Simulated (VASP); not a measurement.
WC, 16 atoms in the cell. The typed cell holds 16 atoms: a = 6.089 Å, b = 5.273 Å, c = 5.946 Å, α = 90.00°, β = 90.00°, γ = 90.00°. 

```yaml
Program: VASP 6.6.1
Task: single point
Functional: PBE
Potentials_or_basis: VASP PAW PBE potentials, release 64 (W_sv, C)
Cutoff: 520 eV
k_mesh: 2 × 2 × 2
Occupations: fermi-dirac, width 0.36 eV
Spin: no spin polarisation
Dipole_correction: no
Further_INCAR_settings: LREAL = Auto; ALGO = Normal; EDIFF = 1e-06; NBANDS = 86
```

Potentials or basis: VASP PAW PBE potentials, release 64 (W_sv, C).

Command:

```bash
$ cat potpaw_PBE.64/W_sv/POTCAR potpaw_PBE.64/C/POTCAR > POTCAR
$ mpirun -np 1 vasp_std > vasp.out
```

Hardware: 1 thread of Intel(R) Xeon(R) Platinum 8259CL CPU @ 2.50GHz (Skylake/Cascade Lake), on a shared host.

Problem. How long does it take, and how much memory?

Solution. Wall time 4.5 min on 1 thread of Intel(R) Xeon(R) Platinum 8259CL CPU @ 2.50GHz (Skylake/Cascade Lake), on a shared host, peak memory 0.33 GiB. Counts: scf iterations 17, k points 8.
